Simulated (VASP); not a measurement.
**K3Cd2Se4O12 (a cell with a defect): single point with LDA**

The system is K3Cd2Se4O12 (a cell with a defect).

```
K Cd Se O
1.0
     5.71014    0.00000    0.00000
    -5.71014    9.89026    0.00000
     0.00000   -3.29675    6.33022
K Cd Se O
3 2 4 12
Direct
  0.86703 0.36856 0.44622
  0.15812 0.16940 0.55963
  0.87989 0.76625 0.46198
  0.98385 0.99861 0.00504
  0.01487 0.50021 0.99962
  0.63274 0.13890 0.88632
  0.36788 0.35339 0.10303
  0.63240 0.62911 0.90323
  0.35823 0.87107 0.10283
  0.80280 0.05077 0.78444
  0.69582 0.24694 0.76027
  0.28521 0.00420 0.78548
  0.21401 0.45025 0.20868
  0.71611 0.48712 0.21314
  0.29911 0.24779 0.23437
  0.82695 0.55812 0.79451
  0.67945 0.74698 0.79874
  0.29761 0.47660 0.77878
  0.15825 0.93752 0.21740
  0.69241 0.02512 0.21843
  0.32349 0.75477 0.20609
```

* Program: VASP 6.6.1
* Task: single point
* Functional: LDA
* Potentials or basis: VASP PAW LDA potentials, release 64 (K_sv, Cd, Se, O)
* Cutoff: 520 eV
* k mesh: 3 × 2 × 2
* Occupations: fermi-dirac, width 0.05 eV
* Spin: no spin polarisation
* Dipole correction: no
* Further INCAR settings: LREAL = Auto; ALGO = Normal; EDIFF = 1e-06; NBANDS = 90

```json
{"Pressure": "-1.2 GPa", "Largest force": "0.307 eV/Å", "Band gap on the k mesh": "zero (an odd number of electrons rules out a gap without spin polarisation)"}
```

Forces in eV/Å, atoms in the order of the input:
```
K    0.001  0.013  0.000
K    0.007  0.020 -0.002
K   -0.098  0.038 -0.031
Cd   0.013  0.002 -0.002
Cd   0.003 -0.010  0.008
Se  -0.026  0.019  0.283
Se   0.029 -0.022 -0.304
Se  -0.016 -0.019  0.302
Se  -0.008  0.017 -0.290
O    0.192 -0.066 -0.135
O   -0.040  0.145 -0.133
O   -0.096 -0.119 -0.106
O   -0.154  0.068  0.139
O    0.119  0.095  0.126
O    0.048 -0.140  0.141
O    0.157 -0.029 -0.116
O   -0.067  0.132 -0.127
O   -0.092 -0.129 -0.145
O   -0.158  0.012  0.126
O    0.092  0.137  0.130
O    0.093 -0.164  0.136
```

Stress tensor (GPa, compression positive):
```
-1.33 -0.08 -0.15
-0.08 -0.98  0.35
-0.15  0.35 -1.23
```

Levels at points of the mesh, in eV from the Fermi level:
```
           k point  band 70  band 71  band 72  band 73  band 74  band 75  band 76  band 77  band 78  band 79
(0.00, 0.00, 0.00)    -0.37    -0.31    -0.29    -0.15    -0.08     3.92     4.53     4.84     5.02     5.15
(0.00, 0.50, 0.00)    -0.36    -0.32    -0.28    -0.10     0.01     4.31     4.38     4.81     5.08     5.27
(0.00, 0.00, 0.50)    -0.44    -0.34    -0.28    -0.07    -0.02     4.22     4.41     4.61     4.77     5.19
(0.00, 0.50, 0.50)    -0.36    -0.30    -0.21    -0.07    -0.02     4.44     4.54     4.80     5.07     5.22
```

Wall time 10 min on 1 thread of Intel(R) Xeon(R) Platinum 8488C (Sapphire Rapids), on a shared host, peak memory 0.45 GiB.

Caveat: the k points lie up to 0.46 Å⁻¹ apart, too coarse for converged energies and pressures of a metal; an odd number of electrons without spin polarisation forces a metal; a magnetic or distorted state may lie lower.
